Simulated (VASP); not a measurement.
# NaCl (I4/mmm) in VASP: a series of runs

Runs on NaCl. Level: PBEsol. Tasks: single point.

Everything below comes from runs of VASP 6.6.1. Logs are shortened: lines on timing, memory, paths and dates and some standing lists are left out, and cuts for length are marked.

## (1) The cell of the first run

Symmetry: I4/mmm, No. 139, tetragonal system. The conventional cell has a = 4.495 Å, b = 4.495 Å, c = 4.495 Å, α = 90.00°, β = 90.00°, γ = 90.00°. Within 3.0 Å of Na (site symmetry 4/mmm) lie 2 Cl at 2.25 Å. Within 3.0 Å of Cl (site symmetry 4/mmm) lie 2 Na at 2.25 Å.

## (2) Single point, PBEsol

INCAR

```
PREC = Accurate
ENCUT = 520
EDIFF = 1E-6
ISMEAR = 0
SIGMA = 0.05
LREAL = F
LASPH = T
NELM = 100
ALGO = Normal
ISIF = 2
LWAVE = F
LCHARG = F
GGA = PS
NBANDS = 14
```

KPOINTS

```
Automatic mesh
0
Gamma
  8 8 8
```

POSCAR

```
NaCl
1.0
    0.0000000000      3.1786919196      2.2473351872
    3.1786919196      0.0000000000      2.2473351872
    3.1786919196      3.1786919196      0.0000000000
Na Cl
1 1
Direct
    0.0000000000      0.0000000000      0.0000000000
    0.5000000000      0.5000000000      0.5000000000
```

Potentials or basis: VASP PAW PBE potentials, release 64 (Na_pv, Cl).

Command:

```
cat potpaw_PBE.64/Na_pv/POTCAR potpaw_PBE.64/Cl/POTCAR > POTCAR
mpirun -np 1 vasp_std > vasp.out
```

OUTCAR:

```text
PREC = Accurate
   ENCUT = 520
   EDIFF = 1E-6
   ISMEAR = 0
   LREAL = F
   LASPH = T
   NELM = 100
   ISIF = 2
   GGA = PS

 ion  position               nearest neighbor table
   1  0.000  0.000  0.000-   2 2.25   2 2.25
   2  0.500  0.500  0.500-   1 2.25   1 2.25

  LATTYP: Found a body centered tetragonal cell.
 ALAT       =     4.4953492233
 C/A-ratio  =     0.9998489886

  Lattice vectors:

 A1 = (   0.0000000000,  -3.1786919196,  -2.2473351872)
 A2 = (   0.0000000000,   3.1786919196,  -2.2473351872)
 A3 = (   3.1786919196,   0.0000000000,   2.2473351872)

Analysis of symmetry for initial positions (statically):
=====================================================================
 Subroutine PRICEL returns:
 Original cell was already a primitive cell.

 Routine SETGRP: Setting up the symmetry group for a
 body centered tetragonal supercell.

 Subroutine GETGRP returns: Found 16 space group operations
 (whereof 16 operations were pure point group operations)
 out of a pool of 16 trial point group operations.

The static configuration has the point symmetry D_4h.

Analysis of symmetry for dynamics (positions and initial velocities):
=====================================================================
 Subroutine PRICEL returns:
 Original cell was already a primitive cell.

 Routine SETGRP: Setting up the symmetry group for a
 body centered tetragonal supercell.

 Subroutine GETGRP returns: Found 16 space group operations
 (whereof 16 operations were pure point group operations)
 out of a pool of 16 trial point group operations.

The dynamic configuration has the point symmetry D_4h.

 Subroutine INISYM returns: Found 16 space group operations
 (whereof 16 operations are pure point group operations),
 and found     1 'primitive' translations

----------------------------------------------------------------------------------------

                                     Primitive cell

  volume of cell :      45.4145

  direct lattice vectors                    reciprocal lattice vectors
     0.000000000  3.178691920  2.247335187    -0.157297408  0.157297408  0.222485726
     3.178691920  0.000000000  2.247335187     0.157297408 -0.157297408  0.222485726
     3.178691920  3.178691920  0.000000000     0.157297408  0.157297408 -0.222485726

  length of vectors
     3.892890669  3.892890669  4.495349223     0.314618574  0.314618574  0.314618574

  position of ions in fractional coordinates (direct lattice)
     0.000000000  0.000000000  0.000000000
     0.500000000  0.500000000  0.500000000

  ion indices of the primitive-cell ions
   primitive index   ion index
                 1           1
                 2           2

----------------------------------------------------------------------------------------

 KPOINTS: Automatic mesh

Automatic generation of k-mesh.
 Grid dimensions read from file:
 generate k-points for:    8    8    8

 Generating k-lattice:

  Cartesian coordinates                     Fractional coordinates (reciprocal lattice)
    -0.019662176  0.019662176  0.027810716     0.125000000  0.000000000  0.000000000
     0.019662176 -0.019662176  0.027810716     0.000000000  0.125000000  0.000000000
     0.019662176  0.019662176 -0.027810716     0.000000000  0.000000000  0.125000000

  Length of vectors
     0.039327322  0.039327322  0.039327322

  Shift w.r.t. Gamma in fractional coordinates (k-lattice)
     0.000000000  0.000000000  0.000000000

 Subroutine IBZKPT returns following result:
 ===========================================

 Found     59 irreducible k-points:

 Following reciprocal coordinates:
            Coordinates               Weight
  0.000000  0.000000  0.000000      1.000000
  0.125000  0.000000  0.000000      8.000000
  0.250000  0.000000  0.000000      8.000000
  0.375000  0.000000  0.000000      8.000000
  0.500000  0.000000  0.000000      4.000000
  0.125000  0.125000  0.000000      2.000000
[... 16 lines left out ...]
  0.250000  0.000000  0.125000     16.000000
  0.375000  0.000000  0.125000     16.000000
 [... further k-points ...]
   k-points           NKPTS =     59   k-points in BZ     NKDIM =     59   number of bands    NBANDS=     14
   number of dos      NEDOS =    301   number of ions     NIONS =      2
   total plane-waves  NPLWV =  32400
   dimension x,y,z NGX =    30 NGY =   30 NGZ =   36
   dimension x,y,z NGXF=    60 NGYF=   60 NGZF=   72
   ions per type =               1   1
   NGX,Y,Z   is equivalent  to a cutoff of  12.81, 12.81, 13.31 a.u.
   NGXF,Y,Z  is equivalent  to a cutoff of  25.62, 25.62, 26.63 a.u.
 SYSTEM =  unknown system
   PREC   = accura    normal or accurate (medium, high low for compatibility)
   ISTART =      0    job   : 0-new  1-cont  2-samecut
   ICHARG =      2    charge: 1-file 2-atom 10-const
   ISPIN  =      1    spin polarized calculation?
   LNONCOLLINEAR =      F non collinear calculations
   LSORBIT =      F    spin-orbit coupling
   LASPH  =      T    aspherical Exc in radial PAW
   ENCUT  =  520.0 eV  38.22 Ry    6.18 a.u.   7.24  7.24  8.36*2*pi/ulx,y,z
   NELM   =    100;   NELMIN=  2; NELMDL= -5     # of ELM steps
   EDIFF  = 0.1E-05   stopping-criterion for ELM
   LREAL  =      F    real-space projection
   EDIFFG = 0.1E-04   stopping-criterion for IOM
   NSW    =      0    number of steps for IOM
   IBRION =     -1    ionic relax: 0-MD 1-quasi-New 2-CG
   NFREE  =      0    steps in history (QN), initial steepest desc. (CG)
   ISIF   =      2    stress and relaxation
   ISYM   =      2    0-nonsym 1-usesym 2-fastsym
   POTIM  = 0.5000    time-step for ionic-motion
   TEBEG  =    0.0;   TEEND  =   0.0 temperature during run
   PSTRESS=    0.0 pullay stress
   NELECT =      14.0000    total number of electrons
   NUPDOWN=      -1.0000    fix difference up-down
   EMIN   =  10.00;   EMAX   =-10.00  energy-range for DOS
   EFERMI =   0.00;   METHOD = LEGACY
   ISMEAR =     0;   SIGMA  =   0.05  broadening in eV -4-tet -1-fermi 0-gaus
   EFERMI_NEDOS =   21; number of points for ismear=-14 and -15
   IALGO  =     38    algorithm
   IMIX   =      4    mixing-type and parameters
     AMIX     =   0.40;   BMIX     =  1.00
     AMIX_MAG =   1.60;   BMIX_MAG =  1.00
  volume/ion in A,a.u.               =      22.71       153.24
  Fermi-wavevector in a.u.,A,eV,Ry     =   1.105909  2.089864 16.640388  1.223034
  Thomas-Fermi vector in A             =   2.242402
   LORBIT       =      0    0 simple, 1 ext, 2 COOP (PROOUT), +10 PAW based schemes
   GGA     = PS    functional components
   LHFCALC =     F    Hartree Fock is set to
   AEXX    =    0.0000 exact exchange contribution
   IVDW    =     0    specifies the selected vdW correction
   LEPSILON=     F    determine dielectric tensor
   LRPA    =     F    only Hartree local field effects (RPA)
 non-spin polarized calculation
 Gauss-broadening in eV      SIGMA  =   0.05
  energy-cutoff  :      520.00
  volume of cell :       45.41
 maximum number of plane-waves:      1264
 NGX is ok and might be reduce to    30

 number of electron      14.0000000 magnetization

 Free energy of the ion-electron system (eV)
  ---------------------------------------------------
  ext. energy  EPLUGINS =         0.00000000
  ---------------------------------------------------
  free energy    TOTEN  =        -6.18885062 eV

  energy without entropy =       -6.18885062  energy(sigma->0) =       -6.18885062

 E-fermi :  -0.5616     XC(G=0):  -8.1201

 val. band max:       -0.8604755456   @ k =   0.0000   0.0000   0.0000
 cond. band min:       3.9939540503   @ k =   0.0000   0.0000   0.0000
 fundamental gap:      4.8544295959
 Fermi energy:        -0.5615838538

 k-point     1 :       0.0000    0.0000    0.0000
  band No.  band energies     occupation
      1     -21.4292      2.00000
      2     -21.3427      2.00000
      3     -21.3427      2.00000
      4     -13.6337      2.00000
      5      -1.0543      2.00000
      6      -0.8605      2.00000
      7      -0.8605      2.00000
      8       3.9940      0.00000
      9       9.9627      0.00000
     10       9.9627      0.00000
     11      10.2014      0.00000
     12      12.3999      0.00000
     13      13.9754      0.00000
     14      14.4383      0.00000

 k-point     2 :       0.1250    0.0000    0.0000
  band No.  band energies     occupation
      1     -21.4391      2.00000
      2     -21.3443      2.00000
      3     -21.3438      2.00000
      4     -13.5621      2.00000
      5      -1.3442      2.00000
      6      -0.9694      2.00000
      7      -0.9494      2.00000
      8       4.4714      0.00000
      9       9.7253      0.00000
     10       9.7482      0.00000
     11      10.5374      0.00000
     12      11.7989      0.00000
     13      13.3605      0.00000
     14      15.1621      0.00000

 k-point     3 :       0.2500    0.0000    0.0000
  band No.  band energies     occupation
      1     -21.4631      2.00000
      2     -21.3475      2.00000
      3     -21.3465      2.00000
      4     -13.3842      2.00000
      5      -2.0469      2.00000
      6      -1.1511      2.00000
      7      -1.0784      2.00000
      8       5.4260      0.00000
      9       9.0822      0.00000
     10       9.1897      0.00000
     11      11.7782      0.00000
     12      11.9870      0.00000
     13      13.0794      0.00000
     14      15.8946      0.00000
[... 324 lines left out ...]
 k-point    23 :       0.2500    0.0000    0.1250
  band No.  band energies     occupation
      1     -21.4417      2.00000
      2     -21.3499      2.00000
      3     -21.3439      2.00000
      4     -13.4890      2.00000
      5      -1.7513      2.00000
      6      -1.2012      2.00000
      7      -0.9785      2.00000
      8       5.3321      0.00000
      9       9.1220      0.00000
     10       9.4412      0.00000
     11      11.3131      0.00000
     12      11.9015      0.00000
     13      13.2538      0.00000
     14      15.5272      0.00000

 k-point    24 :       0.3750    0.0000    0.1250
  band No.  band energies     occupation
      1     -21.4658      2.00000
      2     -21.3525      2.00000
      3     -21.3468      2.00000
      4     -13.3081      2.00000
      5      -2.3334      2.00000
      6      -1.3876      2.00000
      7      -1.1419      2.00000
      8       6.1820      0.00000
      9       8.8410      0.00000
     10       8.9471      0.00000
     11      12.1350      0.00000
     12      12.7689      0.00000
     13      13.6904      0.00000
     14      15.1412      0.00000

 [... further k-points ...]
[... 5 lines left out ...]
  --------------------------------------------------------------------------------------
  -------------------------------------------------------------------------------------
  Total       -0.5465695     -0.5465695      9.1793185      0.0000000     -0.0000000      0.0000000
  in kB      -19.2824062    -19.2824062    323.8368747      0.0000000     -0.0000000      0.0000000
  external PRESSURE =      95.0906874 kB  Pullay stress =       0.0000000 kB

 VOLUME and BASIS-vectors are now :
 -----------------------------------------------------------------------------
  energy-cutoff  :      520.00
  volume of cell :       45.41
      direct lattice vectors                 reciprocal lattice vectors
     0.000000000  3.178691920  2.247335187    -0.157297408  0.157297408  0.222485726
     3.178691920  0.000000000  2.247335187     0.157297408 -0.157297408  0.222485726
     3.178691920  3.178691920  0.000000000     0.157297408  0.157297408 -0.222485726

 POSITION                                       TOTAL-FORCE (eV/Angst)
 -----------------------------------------------------------------------------------
      0.00000      0.00000      0.00000        -0.000000     -0.000000      0.000000
      3.17869      3.17869      2.24734         0.000000      0.000000     -0.000000
 -----------------------------------------------------------------------------------
    total drift:                               -0.000000      0.000000      0.000000

  FREE ENERGIE OF THE ION-ELECTRON SYSTEM (eV)
  ---------------------------------------------------
  free  energy   TOTEN  =        -6.1888506153 eV

  energy  without entropy=       -6.1888506153  energy(sigma->0) =       -6.18885062
```

Run time: 67 s. Hardware: 1 thread of AMD EPYC 7R13, shared host; peak memory 0.15 GiB.

What came out:

```yaml
Free_energy: -6.1889 eV
Pressure: 9.5 GPa
Band_gap_on_the_k_mesh: 4.85 eV
```

Levels at points of the mesh, in eV from the valence-band top:
```csv
k point,band 4,band 5,band 6,band 7,band 8,band 9,band 10,band 11
"(0.00, 0.00, 0.00)",-12.77,-0.19,0.00,0.00,4.85,10.82,10.82,11.06
"(0.50, 0.00, 0.00)",-12.26,-2.02,-0.55,-0.35,6.97,9.48,10.18,13.69
"(0.50, 0.50, 0.00)",-12.31,-1.20,-1.09,-1.09,7.10,8.45,13.21,13.26
"(0.50, 0.00, 0.50)",-12.48,-1.81,-0.63,-0.06,7.79,8.98,9.96,13.69
```

Caveat: the stress differs along the axes, from -2 to 32 GPa; the PAW data sets were made with another functional, which shifts forces and pressure a little. A k mesh can miss the band edges.

## (3) Single point, PBEsol

This run uses another cell than the first one, of the same volume but with other edges.

INCAR

```
  PREC = Accurate
  ENCUT = 520
  EDIFF = 1E-6
  ISMEAR = 0
  SIGMA = 0.05
  LREAL = F
  LASPH = T
  NELM = 100
  ALGO = Normal
  ISIF = 2
  LWAVE = F
  LCHARG = T
  GGA = PS
  LELF = T
  LVHAR = T
  NBANDS = 14
```

KPOINTS is that of step 2.

POSCAR

```
NaCl
1.0
    0.0000000000      2.5229294485      3.5674222402
    2.5229294485      0.0000000000      3.5674222402
    2.5229294485      2.5229294485      0.0000000000
Na Cl
1 1
Direct
    0.0000000000      0.0000000000      0.0000000000
    0.5000000000      0.5000000000      0.5000000000
```

Potentials or basis: VASP PAW PBE potentials, release 64 (Na_pv, Cl).

Command:

```
cat potpaw_PBE.64/Na_pv/POTCAR potpaw_PBE.64/Cl/POTCAR > POTCAR
mpirun -np 1 vasp_std > vasp.out
```

Run time: 58 s. Hardware: 1 thread of AMD EPYC 7R13, shared host; peak memory 0.15 GiB.

Results (log left out):

* Free energy: -6.6420 eV
* Pressure: 5.6 GPa
* Band gap on the k mesh: 4.93 eV

Stress tensor (GPa, compression positive):
```
 9.38  0.00  0.00
 0.00  9.38  0.00
 0.00  0.00 -2.04
```

Levels at points of the mesh, in eV from the valence-band top:
```csv
k point,band 3,band 4,band 5,band 6,band 7,band 8,band 9,band 10,band 11,band 12
"(0.00, 0.00, 0.00)",-20.46,-12.80,-0.29,0.00,0.00,4.93,9.73,11.32,12.42,12.42
"(0.50, 0.00, 0.00)",-20.45,-12.34,-2.19,-0.58,-0.07,6.99,10.12,10.28,12.82,15.20
"(0.50, 0.50, 0.00)",-20.46,-12.65,-1.71,-0.16,-0.16,8.18,8.71,9.11,15.60,16.16
"(0.50, 0.00, 0.50)",-20.50,-12.23,-1.72,-1.37,-0.32,7.92,8.02,11.94,12.40,13.14
```

Caveat: the stress differs along the axes, from -2 to 9 GPa; the PAW data sets were made with another functional, which shifts forces and pressure a little.

(Continued in part 2 of 2.)
